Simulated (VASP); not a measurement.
# GaP (ordered beta-tin type) (I-4m2) in VASP: further runs

GaP (ordered beta-tin type) is run at these levels: PBEsol; tasks: single point, relaxation of cell and atoms.

All numbers are computed with VASP 6.6.1; they aren't measurements. Logs are shortened: lines on timing, memory, paths and dates and some standing lists are left out, and cuts for length are marked.

## (1) The cell of the first run

Symmetry: I-4m2, No. 119, tetragonal system. The conventional cell has a = 4.559 Å, b = 4.559 Å, c = 2.500 Å, α = 90.00°, β = 90.00°, γ = 90.00°. Within 3.1 Å of Ga (site symmetry -4m2) lie 8 P at 2.36 to 2.95 Å and 2 Ga at 2.50 Å. P (site symmetry -4m2) has 8 Ga at 2.36 to 2.95 Å and 2 P at 2.50 Å within 3.1 Å.

## (2) Single point, PBEsol

Contents of INCAR:

```
SYSTEM = GaP
PREC = Accurate
ENCUT = 520
EDIFF = 1E-6
ISMEAR = 0
SIGMA = 0.1
LREAL = .False.
LASPH = .True.
NELM = 60
ALGO = Normal
ISIF = 2
LWAVE = .False.
LCHARG = .False.
GGA = PS
NBANDS = 16
```

Contents of KPOINTS:

```
regular mesh
0
Gamma
  16 16 16
  0 0 0
```

Contents of POSCAR:

```
GaP
1.0
   -2.2794525213      2.2794525213      1.2501996524
    2.2794525213     -2.2794525213      1.2501996524
    2.2794525213      2.2794525213     -1.2501996524
Ga P
1 1
Direct
    0.0000000000      0.0000000000      0.0000000000
    0.7500000000      0.2500000000      0.5000000000
```

Potentials or basis: VASP PAW PBE potentials, release 64 (Ga_d, P).

The run is started by

```sh
> cat potpaw_PBE.64/Ga_d/POTCAR potpaw_PBE.64/P/POTCAR > POTCAR
> mpirun -np 1 vasp_std > vasp.out
```

OUTCAR:

```text
SYSTEM = GaP
   PREC = Accurate
   ENCUT = 520
   EDIFF = 1E-6
   ISMEAR = 0
   LREAL = .False.
   LASPH = .True.
   NELM = 60
   ISIF = 2
   GGA = PS

 ion  position               nearest neighbor table
   1  0.000  0.000  0.000-   2 2.36   2 2.36   2 2.36   2 2.36
   2  0.750  0.250  0.500-   1 2.36   1 2.36   1 2.36   1 2.36

  LATTYP: Found a body centered tetragonal cell.
 ALAT       =     4.5589050426
 C/A-ratio  =     0.5484648795

  Lattice vectors:

 A1 = (  -2.2794525213,   2.2794525213,   1.2501996524)
 A2 = (   2.2794525213,  -2.2794525213,   1.2501996524)
 A3 = (   2.2794525213,   2.2794525213,  -1.2501996524)

Analysis of symmetry for initial positions (statically):
=====================================================================
 Subroutine PRICEL returns:
 Original cell was already a primitive cell.

 Routine SETGRP: Setting up the symmetry group for a
 body centered tetragonal supercell.

 Subroutine GETGRP returns: Found  8 space group operations
 (whereof  8 operations were pure point group operations)
 out of a pool of 16 trial point group operations.

The static configuration has the point symmetry D_2d.

Analysis of symmetry for dynamics (positions and initial velocities):
=====================================================================
 Subroutine PRICEL returns:
 Original cell was already a primitive cell.

 Routine SETGRP: Setting up the symmetry group for a
 body centered tetragonal supercell.

 Subroutine GETGRP returns: Found  8 space group operations
 (whereof  8 operations were pure point group operations)
 out of a pool of 16 trial point group operations.

The dynamic configuration has the point symmetry D_2d.

 Subroutine INISYM returns: Found  8 space group operations
 (whereof  8 operations are pure point group operations),
 and found     1 'primitive' translations

----------------------------------------------------------------------------------------

                                     Primitive cell

  volume of cell :      25.9837

  direct lattice vectors                    reciprocal lattice vectors
    -2.279452521  2.279452521  1.250199652     0.000000000  0.219350917  0.399936121
     2.279452521 -2.279452521  1.250199652     0.219350917  0.000000000  0.399936121
     2.279452521  2.279452521 -1.250199652     0.219350917  0.219350917  0.000000000

  length of vectors
     3.457572380  3.457572380  3.457572380     0.456140029  0.456140029  0.310209041

  position of ions in fractional coordinates (direct lattice)
[... 79 lines left out ...]
   EDIFF  = 0.1E-05   stopping-criterion for ELM
   LREAL  =      F    real-space projection
   EDIFFG = 0.1E-04   stopping-criterion for IOM
   NSW    =      0    number of steps for IOM
   IBRION =     -1    ionic relax: 0-MD 1-quasi-New 2-CG
   NFREE  =      0    steps in history (QN), initial steepest desc. (CG)
   ISIF   =      2    stress and relaxation
   ISYM   =      2    0-nonsym 1-usesym 2-fastsym
   POTIM  = 0.5000    time-step for ionic-motion
   TEBEG  =    0.0;   TEEND  =   0.0 temperature during run
   PSTRESS=    0.0 pullay stress
   NELECT =      18.0000    total number of electrons
   NUPDOWN=      -1.0000    fix difference up-down
   EMIN   =  10.00;   EMAX   =-10.00  energy-range for DOS
   EFERMI =   0.00;   METHOD = LEGACY
   ISMEAR =     0;   SIGMA  =   0.10  broadening in eV -4-tet -1-fermi 0-gaus
   EFERMI_NEDOS =   21; number of points for ismear=-14 and -15
   IALGO  =     38    algorithm
   IMIX   =      4    mixing-type and parameters
     AMIX     =   0.40;   BMIX     =  1.00
     AMIX_MAG =   1.60;   BMIX_MAG =  1.00
  volume/ion in A,a.u.               =      12.99        87.67
  Fermi-wavevector in a.u.,A,eV,Ry     =   1.448546  2.737354 28.548893  2.098284
  Thomas-Fermi vector in A             =   2.566374
   LORBIT       =      0    0 simple, 1 ext, 2 COOP (PROOUT), +10 PAW based schemes
   GGA     = PS    functional components
   LHFCALC =     F    Hartree Fock is set to
   AEXX    =    0.0000 exact exchange contribution
   IVDW    =     0    specifies the selected vdW correction
   LEPSILON=     F    determine dielectric tensor
   LRPA    =     F    only Hartree local field effects (RPA)
 non-spin polarized calculation
 Gauss-broadening in eV      SIGMA  =   0.10
  energy-cutoff  :      520.00
  volume of cell :       25.98
 maximum number of plane-waves:       721
 NGX is ok and might be reduce to    28
   NGX = 13   NGY = 13   NGZ = 13

 number of electron      18.0000000 magnetization

 Free energy of the ion-electron system (eV)
  ---------------------------------------------------
  ext. energy  EPLUGINS =         0.00000000
  ---------------------------------------------------
  free energy    TOTEN  =        -8.64859112 eV

  energy without entropy =       -8.64687272  energy(sigma->0) =       -8.64773192

 E-fermi :  10.4171     XC(G=0): -12.5236

 val. band max:       10.3958051563   @ k =  -0.0625   0.1250   0.0625
 cond. band min:      10.4602427525   @ k =  -0.1875   0.3750   0.1250
 fundamental gap:      0.0644375962
 Fermi energy:        10.4171303545

 k-point     1 :       0.0000    0.0000    0.0000
  band No.  band energies     occupation
      1      -5.9867      2.00000
      2      -5.3407      2.00000
      3      -5.0447      2.00000
      4      -4.9779      2.00000
      5      -4.7626      2.00000
      6      -4.7626      2.00000
[... 433 lines left out ...]
      3      -5.0417      2.00000
      4      -4.9821      2.00000
      5      -4.7624      2.00000
      6      -4.7613      2.00000
[... 8 lines left out ...]
     15      22.5769      0.00000
     16      24.6964      0.00000

 [... further k-points ...]

------------------------ aborting loop because EDIFF is reached ----------------------------------------

  FORCE on cell =-STRESS in cart. coord.  units (eV):
  Direction    XX          YY          ZZ          XY          YZ          ZX
  --------------------------------------------------------------------------------------
  -------------------------------------------------------------------------------------
  Total        4.9803612      4.9803612      5.0066349      0.0000000      0.0000000      0.0000000
  in kB      307.0937360    307.0937360    308.7137946      0.0000000      0.0000000      0.0000000
  external PRESSURE =     307.6337555 kB  Pullay stress =       0.0000000 kB

 VOLUME and BASIS-vectors are now :
 -----------------------------------------------------------------------------
  energy-cutoff  :      520.00
  volume of cell :       25.98
      direct lattice vectors                 reciprocal lattice vectors
    -2.279452521  2.279452521  1.250199652     0.000000000  0.219350917  0.399936121
     2.279452521 -2.279452521  1.250199652     0.219350917  0.000000000  0.399936121
     2.279452521  2.279452521 -1.250199652     0.219350917  0.219350917  0.000000000

 POSITION                                       TOTAL-FORCE (eV/Angst)
 -----------------------------------------------------------------------------------
      0.00000      0.00000      0.00000         0.000000     -0.000000      0.000000
     -0.00000      2.27945      0.62510        -0.000000      0.000000     -0.000000
 -----------------------------------------------------------------------------------
    total drift:                                0.000000     -0.000000     -0.000000

  FREE ENERGIE OF THE ION-ELECTRON SYSTEM (eV)
  ---------------------------------------------------
  free  energy   TOTEN  =        -8.6485911247 eV

  energy  without entropy=       -8.6468727184  energy(sigma->0) =       -8.64773192
```

OSZICAR:

```text
N       E                     dE             d eps       ncg     rms          rms(c)
DAV:   1     0.726756430969E+02    0.72676E+02   -0.89918E+03 12296   0.189E+03
DAV:   2    -0.428968375496E+01   -0.76965E+02   -0.73046E+02 12640   0.310E+02
DAV:   3    -0.874417666920E+01   -0.44545E+01   -0.44308E+01 13776   0.583E+01
DAV:   4    -0.879373146286E+01   -0.49555E-01   -0.49542E-01 13640   0.620E+00
DAV:   5    -0.879450557099E+01   -0.77411E-03   -0.77408E-03 14504   0.737E-01    0.536E+00
DAV:   6    -0.867293113700E+01    0.12157E+00   -0.18565E-01 15544   0.137E+01    0.318E+00
DAV:   7    -0.865123175168E+01    0.21699E-01   -0.30187E-02 17440   0.264E+00    0.892E-01
DAV:   8    -0.864863144838E+01    0.26003E-02   -0.42495E-03 15392   0.104E+00    0.122E-01
DAV:   9    -0.864859904027E+01    0.32408E-04   -0.32273E-04 15472   0.213E-01    0.894E-02
DAV:  10    -0.864859074977E+01    0.82905E-05   -0.16396E-05 14440   0.382E-02    0.313E-02
DAV:  11    -0.864859112472E+01   -0.37495E-06   -0.40876E-06 14112   0.312E-02
   1 F= -.86485911E+01 E0= -.86477319E+01  d E =-.171841E-02
```

It took 3.7 min on 1 thread of Intel Xeon 8259CL, shared host; peak memory 0.27 GiB.

What came out:

| Quantity | Value |
| --- | --- |
| Free energy | -8.6486 eV |
| Pressure | 30.8 GPa |
| Band gap on the k mesh | zero (bands 9 and 10 overlap by 6.86 eV) |

Caveat: the cell stands under pressure; the PAW data sets were made with another functional, which shifts forces and pressure a little.

## (3) Relaxation of cell and atoms, PBEsol, target pressure 30.7 GPa, at which the enthalpy is minimised

This run uses another cell than the first one, of 14.38 Å³/atom.

Contents of INCAR:

```
PREC = Accurate
ENCUT = 600
EDIFF = 1E-6
ISMEAR = 0
SIGMA = 0.1
LREAL = False
LASPH = True
NELM = 100
ALGO = Normal
ISIF = 3
LWAVE = False
LCHARG = False
GGA = PS
IBRION = 2
NSW = 80
EDIFFG = -0.005
PSTRESS = 307.0
```

Contents of KPOINTS:

```
Automatic mesh
0
Gamma
  16 16 16
```

Contents of POSCAR:

```
GaP
1.0
   -2.3750000000      2.3750000000      1.2750000000
    2.3750000000     -2.3750000000      1.2750000000
    2.3750000000      2.3750000000     -1.2750000000
Ga P
1 1
Direct
    0.0000000000      0.0000000000      0.0000000000
    0.7500000000      0.2500000000      0.5000000000
```

Potentials or basis: VASP PAW PBE potentials, release 64 (Ga_d, P).

The run is started by

```sh
> cat potpaw_PBE.64/Ga_d/POTCAR potpaw_PBE.64/P/POTCAR > POTCAR
> mpirun -np 1 vasp_std > vasp.out
```

Run time: 30 min. Hardware: 1 thread of Intel Xeon 8259CL, shared host; peak memory 0.34 GiB.

It converged, with:

| Item | Value |
| --- | --- |
| Free energy | -8.6524 eV |
| Relaxed volume | 13.00 Å³/atom |
| Relaxed cell | a = 3.458 Å, b = 3.458 Å, c = 3.458 Å, α = 97.52°, β = 97.52°, γ = 137.58° |
| Space group after relaxing (to 0.1 Å) | I-4m2 (No. 119) |
| Energy change on relaxing (the run minimises the enthalpy) | +175.2 meV/atom |
| Ionic steps | 12 |
| Pressure after relaxing | 30.7 GPa |
| Band gap on the k mesh | zero (bands 9 and 10 overlap by 6.86 eV) |

The path:
```tsv
step	energy change (eV)	largest force (eV/Å)	pressure (GPa)	volume (Å³)
1	0.0000	0.0000	12.06	28.77
2	1.5026	0.0000	75.49	22.35
3	0.3367	0.0000	30.39	26.08
4	0.3464	0.0000	30.36	26.03
5	0.8093	0.0000	49.65	24.14
6	0.3564	0.0000	30.63	25.98
7	0.3668	0.0000	31.26	25.93
8	0.3629	0.0000	31.25	25.94
9	0.3619	0.0000	31.25	25.94
10	0.3620	0.0000	31.23	25.94
11	0.3327	0.0000	29.80	26.09
12	0.3504	0.0000	30.71	26.00
```

Final structure:
```xyz
2
Lattice="-2.2794 2.2794 1.2510 2.2794 -2.2794 1.2510 2.2794 2.2794 -1.2510" Properties=species:S:1:pos:R:3 pbc="T T T"
Ga    0.0000    0.0000    0.0000
P     0.0000    2.2794    0.6255
```

Levels at points of the mesh, in eV from the Fermi level:
```
           k point  band 5  band 6  band 7  band 8  band 9  band 10  band 11  band 12  band 13
(0.00, 0.00, 0.00)  -15.18  -15.18   -3.57   -3.57   -2.19     2.40     6.80    10.41    10.41
(0.50, 0.00, 0.00)  -15.10   -9.58   -7.97   -2.97   -2.43    -1.31     1.71     5.05     7.11
(0.50, 0.50, 0.00)  -15.15  -13.89  -11.33   -1.00    1.82     2.14     3.91     5.99     9.94
(0.50, 0.50, 0.50)  -15.15  -11.08   -8.21   -8.21   -7.45     5.19     7.00    13.99    13.99
```

Caveat: the cell is relaxed towards a set pressure, so the run minimises the enthalpy, not the energy; the PAW data sets were made with another functional, which shifts forces and pressure a little.

The gap in the log of VASP goes by the Fermi energy; the results here count the filled bands.